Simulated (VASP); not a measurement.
Input of a VASP 6.6.1 run:

Contents of INCAR:

```
PREC = Accurate
ENCUT = 520
EDIFF = 1E-6
ISMEAR = -1
SIGMA = 0.01
LREAL = Auto
LASPH = True
NELM = 150
ALGO = Normal
ISIF = 2
LWAVE = False
LCHARG = True
ISPIN = 2
MAGMOM = 1 0 0 0 0 0 0 0 0 0 0 0 0 0 0 0 0 0 0 0 0 0 0 0
LORBIT = 11
LMAXMIX = 4
GGA = PE
LELF = True
LVHAR = True
NBANDS = 74
NELECT = 103.0
```

The input KPOINTS:

```
regular mesh
0
Gamma
  4 4 4
```

File POSCAR:

```
Li15CuO8
1.0
    0.0000000000      4.6100000000      4.6100000000
    4.6100000000      0.0000000000      4.6100000000
    4.6100000000      4.6100000000      0.0000000000
Cu Li O
1 15 8
Direct
    0.1255884013      0.1255884013      0.1244115987
    0.1306726669      0.1306726669      0.6193273331
    0.1305732715      0.6204335029      0.1295557536
    0.1305732715      0.6204335029      0.6194374719
    0.6204335029      0.1305732715      0.1295557536
    0.6204335029      0.1305732715      0.6194374719
    0.6205323798      0.6205323798      0.1294676202
    0.6255802153      0.6255802153      0.6244197847
    0.3756284409      0.3756284409      0.3743715591
    0.3849405051      0.3849405051      0.8650594949
    0.3848477540      0.8661349829      0.3838886955
    0.3848477540      0.8661349829      0.8651285676
    0.8661349829      0.3848477540      0.3838886955
    0.8661349829      0.3848477540      0.8651285676
    0.8662189568      0.8662189568      0.3837810432
    0.8755978879      0.8755978879      0.8744021121
   -0.0003838036     -0.0003838036     -0.0014513629
   -0.0003838036     -0.0003838036      0.5022189702
   -0.0004068765      0.5033430233     -0.0014680734
   -0.0004358570      0.5008502621      0.4997927975
    0.5033430233     -0.0004068765     -0.0014680734
    0.5008502621     -0.0004358570      0.4997927975
    0.5008468816      0.5008468816     -0.0014989719
    0.5008468816      0.5008468816      0.4998052087
```

Potentials or basis: VASP PAW PBE potentials, release 64 (Cu, Li_sv, O).

Command:

```bash
$ cat potpaw_PBE.64/Cu/POTCAR potpaw_PBE.64/Li_sv/POTCAR potpaw_PBE.64/O/POTCAR > POTCAR
$ mpirun -np 1 vasp_std > vasp.out
```

What does it give for the net moment?

1.00 μB per cell.

Predict the site moments.

Cu +0.52; Li -0.00, +0.00; O +0.10, +0.00 μB.

Forces in eV/Å, atoms in the order of the input:
```
Cu   0.000  0.000  0.000
Li   0.000  0.000 -0.005
Li   0.000 -0.002  0.001
Li   0.002  0.000  0.001
Li  -0.002  0.000  0.001
Li   0.000  0.002  0.001
Li   0.000  0.000  0.005
Li   0.000  0.000  0.001
Li   0.000  0.000  0.000
Li   0.000  0.000 -0.019
Li   0.000 -0.017  0.001
Li   0.017  0.000  0.001
Li  -0.017  0.000  0.001
Li   0.000  0.017  0.001
Li   0.000  0.000  0.017
Li   0.000  0.000  0.002
O   -0.026 -0.026 -0.026
O    0.026  0.026 -0.026
O    0.024 -0.024  0.021
O    0.000  0.000  0.001
O   -0.024  0.024  0.021
O    0.000  0.000  0.001
O    0.001  0.001  0.001
O   -0.001 -0.001  0.001
```

Caveat: the cell carries a net charge on a neutralising background, which shifts energy and pressure.
